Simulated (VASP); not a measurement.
MgI2:

```
Mg I
1.0
     4.15664    0.00000    0.00000
    -2.07832    3.59975    0.00000
     0.00000    0.00000    6.87561
Mg I
1 2
Direct
  0.00000 0.00000 0.00000
  0.33333 0.66667 0.24257
  0.66667 0.33333 0.75743
```

Program: VASP 6.6.1. Alike in all runs: task single point; potentials or basis VASP PAW PBE potentials, release 64 (Mg, I); no spin polarisation; cell as given; cutoff (eV) 520; smearing gaussian 0.01 eV.

**Question.** Order these runs on this cell by their band gap on the k mesh, lowest first.
A. level r2SCAN; k mesh 6 × 6 × 4
B. level HSE06; k mesh 6 × 6 × 2; grid for exact exchange (PRECFOCK) Normal; share of exact exchange 0.25; screening parameter 0.2079 1/Å
C. level PBE-based screened hybrid with 40 % exact exchange; k mesh 6 × 6 × 2; grid for exact exchange (PRECFOCK) Normal; share of exact exchange 0.4; screening parameter 0.2078 1/Å

**Answer.** A (4.10 eV), B (4.48 eV), C (5.07 eV).

Caveats: some runs use coarse meshes; spin-orbit coupling is left out, which moves the levels of the heavy elements.

A k mesh can miss the band edges.
